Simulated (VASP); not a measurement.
# NaI (Fm-3m) in VASP: a series of runs, part 2 of 2

VASP 6.6.1. Earlier steps stand in the parts before.

## 3. Single point, PBE (33.22 Å³/atom)

This run uses another cell than the first one, of 33.22 Å³/atom.

INCAR

```
PREC     = Accurate       # precision mode
ENCUT    = 520            # plane-wave cutoff, eV
EDIFF    = 1E-6           # SCF threshold, eV
ISMEAR   = -1             # smearing method
SIGMA    = 0.01           # smearing width, eV
LREAL    = False          # projectors in reciprocal space
LASPH    = True           # aspherical terms in the spheres
NELM     = 60             # most SCF steps
ALGO     = Normal         # electronic algorithm
ISIF     = 2              # what is computed and relaxed
LWAVE    = False          # write WAVECAR
LCHARG   = False          # write CHGCAR
GGA      = PE             # functional
NBANDS   = 14             # bands
```

KPOINTS

```
regular mesh
0
Gamma
  7 7 7
```

POSCAR

```
NaI
1.0
    0.0000000000      3.2146785402      3.2146785402
    3.2146785402      0.0000000000      3.2146785402
    3.2146785402      3.2146785402      0.0000000000
Na I
1 1
Direct
    0.0000000000      0.0000000000      0.0000000000
    0.5000000000      0.5000000000      0.5000000000
```

Potentials or basis: VASP PAW PBE potentials, release 64 (Na_pv, I).

Launch:

```bash
cat potpaw_PBE.64/Na_pv/POTCAR potpaw_PBE.64/I/POTCAR > POTCAR
mpirun -np 1 vasp_std > vasp.out
```

OUTCAR:

```text
PREC = Accurate
   ENCUT = 520
   EDIFF = 1E-6
   ISMEAR = -1
   LREAL = False
   LASPH = True
   NELM = 60
   ISIF = 2
   GGA = PE

 ion  position               nearest neighbor table
   1  0.000  0.000  0.000-
   2  0.500  0.500  0.500-

  LATTYP: Found a face centered cubic cell.
 ALAT       =     6.4293570804

  Lattice vectors:

 A1 = (   0.0000000000,   3.2146785402,   3.2146785402)
 A2 = (   3.2146785402,   0.0000000000,   3.2146785402)
 A3 = (   3.2146785402,   3.2146785402,   0.0000000000)

Analysis of symmetry for initial positions (statically):
=====================================================================
 Subroutine PRICEL returns:
 Original cell was already a primitive cell.

 Routine SETGRP: Setting up the symmetry group for a
 face centered cubic supercell.

 Subroutine GETGRP returns: Found 48 space group operations
 (whereof 48 operations were pure point group operations)
 out of a pool of 48 trial point group operations.

The static configuration has the point symmetry O_h .
[... 165 lines left out ...]
      1     -21.4678      2.00000
      2     -21.4678      2.00000
      3     -21.4678      2.00000
      4     -10.1218      2.00000
      5       0.9487      2.00000
      6       0.9487      2.00000
      7       0.9487      2.00000
      8       4.6439      0.00000
      9       8.8782      0.00000
     10       8.8782      0.00000
     11       8.8782      0.00000
     12      10.7299      0.00000
     13      10.7299      0.00000
     14      11.3970      0.00000
[... 309 lines left out ...]
      1     -21.4711      2.00000
      2     -21.4711      2.00000
      3     -21.4694      2.00000
      4      -9.7049      2.00000
      5      -0.5910      2.00000
      6      -0.5281      2.00000
      7       0.1647      2.00000
      8       6.6981      0.00000
      9       7.9972      0.00000
     10       8.9265      0.00000
     11       9.2979      0.00000
     12      12.0021      0.00000
     13      12.6024      0.00000
     14      14.6905      0.00000

------------------------ aborting loop because EDIFF is reached ----------------------------------------

  FORCE on cell =-STRESS in cart. coord.  units (eV):
  Direction    XX          YY          ZZ          XY          YZ          ZX
  --------------------------------------------------------------------------------------
  -------------------------------------------------------------------------------------
  Total        0.3344257      0.3344257      0.3344257      0.0000000      0.0000000     -0.0000000
  in kB        8.0643174      8.0643174      8.0643174      0.0000000      0.0000000     -0.0000000
  external PRESSURE =       8.0643174 kB  Pullay stress =       0.0000000 kB

 VOLUME and BASIS-vectors are now :
 -----------------------------------------------------------------------------
  energy-cutoff  :      520.00
  volume of cell :       66.44
      direct lattice vectors                 reciprocal lattice vectors
     0.000000000  3.214678540  3.214678540    -0.155536547  0.155536547  0.155536547
     3.214678540  0.000000000  3.214678540     0.155536547 -0.155536547  0.155536547
     3.214678540  3.214678540  0.000000000     0.155536547  0.155536547 -0.155536547

 POSITION                                       TOTAL-FORCE (eV/Angst)
 -----------------------------------------------------------------------------------
      0.00000      0.00000      0.00000         0.000000      0.000000     -0.000000
      3.21468      3.21468      3.21468         0.000000     -0.000000      0.000000
 -----------------------------------------------------------------------------------
    total drift:                                0.000000      0.000000      0.000000

  FREE ENERGIE OF THE ION-ELECTRON SYSTEM (eV)
  ---------------------------------------------------
  free  energy   TOTEN  =        -5.3798243160 eV

  energy  without entropy=       -5.3798243160  energy(sigma->0) =       -5.37982432
```

OSZICAR:

```text
N       E                     dE             d eps       ncg     rms          rms(c)
DAV:   1     0.822276439626E+02    0.82228E+02   -0.66254E+03   560   0.910E+02
DAV:   2     0.146870938480E+01   -0.80759E+02   -0.74715E+02   572   0.220E+02
DAV:   3    -0.527187046432E+01   -0.67406E+01   -0.66948E+01   746   0.607E+01
DAV:   4    -0.544018566487E+01   -0.16832E+00   -0.16827E+00   668   0.998E+00
DAV:   5    -0.544475596482E+01   -0.45703E-02   -0.45702E-02   758   0.156E+00    0.164E+00
DAV:   6    -0.538611211728E+01    0.58644E-01   -0.68257E-02   650   0.152E+00    0.112E+00
DAV:   7    -0.537786898165E+01    0.82431E-02   -0.62980E-02   710   0.130E+00    0.606E-01
DAV:   8    -0.537984485041E+01   -0.19759E-02   -0.51720E-03   644   0.571E-01    0.178E-01
DAV:   9    -0.537981018026E+01    0.34670E-04   -0.21129E-04   680   0.127E-01    0.369E-02
DAV:  10    -0.537982335921E+01   -0.13179E-04   -0.33955E-05   674   0.596E-02    0.106E-02
DAV:  11    -0.537982431600E+01   -0.95678E-06   -0.40905E-06   716   0.193E-02
   1 F= -.53798243E+01 E0= -.53798243E+01  d E =-.100843E-10
```

It took 29 s on 1 thread of Intel Xeon 8259CL, shared host; peak memory 0.21 GiB.

Results:

| Quantity | Value |
| --- | --- |
| Free energy | -5.3798 eV |
| Pressure | 0.8 GPa |
| Band gap on the k mesh | 3.70 eV |

Levels at points of the mesh, in eV from the valence-band top:
```
           k point  band 3  band 4  band 5  band 6  band 7  band 8  band 9  band 10  band 11  band 12
(0.00, 0.00, 0.00)  -22.42  -11.07    0.00    0.00    0.00    3.70    7.93     7.93     7.93     9.78
```

Caveat: spin-orbit coupling is left out, which moves the levels of the heavy elements.

## 4. Single point, PBE (34.58 Å³/atom)

This run uses another cell than the first one, of 34.58 Å³/atom.

INCAR

```
PREC = Accurate
ENCUT = 520
EDIFF = 1E-7
ISMEAR = -1
SIGMA = 0.01
LREAL = False
LASPH = True
NELM = 60
ALGO = Normal
ISIF = 2
LWAVE = False
LCHARG = False
GGA = PE
NBANDS = 14
```

KPOINTS

```
Automatic mesh
0
Gamma
  7 7 7
```

POSCAR

```
NaI
1.0
    0.0000000000      3.2578337372      3.2578337372
    3.2578337372      0.0000000000      3.2578337372
    3.2578337372      3.2578337372      0.0000000000
Na I
1 1
Direct
    0.0000000000      0.0000000000      0.0000000000
    0.5000000000      0.5000000000      0.5000000000
```

Launch:

```bash
cat potpaw_PBE.64/Na_pv/POTCAR potpaw_PBE.64/I/POTCAR > POTCAR
mpirun -np 1 vasp_std > vasp.out
```

It took 32 s on 1 thread of Intel Xeon 8259CL, shared host; peak memory 0.21 GiB.

It converged, with:

* Free energy: -5.3874 eV
* Pressure: 0.1 GPa
* Band gap on the k mesh: 3.59 eV

Levels at points of the mesh, in eV from the valence-band top:
```
           k point  band 4  band 5  band 6  band 7  band 8  band 9  band 10  band 11
(0.00, 0.00, 0.00)  -10.97    0.00    0.00    0.00    3.59    7.93     7.93     7.93
```

Caveat: spin-orbit coupling is left out, which moves the levels of the heavy elements.

## 5. Overview

```csv
cell,gap on the mesh (eV),pressure (GPa)
"a = 4.577 Å, angles 60.0°, 2 atoms",3.64,0.4
"a = 4.546 Å, angles 60.0°, 2 atoms",3.70,0.8
"a = 4.607 Å, angles 60.0°, 2 atoms",3.59,0.1
```

Alike in all rows: task single point; level PBE; potentials or basis VASP PAW PBE potentials, release 64 (Na_pv, I); no spin polarisation; k mesh 7 × 7 × 7; cutoff (eV) 520; smearing fermi-dirac 0.01 eV.

Caveats: spin-orbit coupling is left out, which moves the levels of the heavy elements.

Total energies depend on the potentials used, so only differences within one code and one set of settings carry meaning.
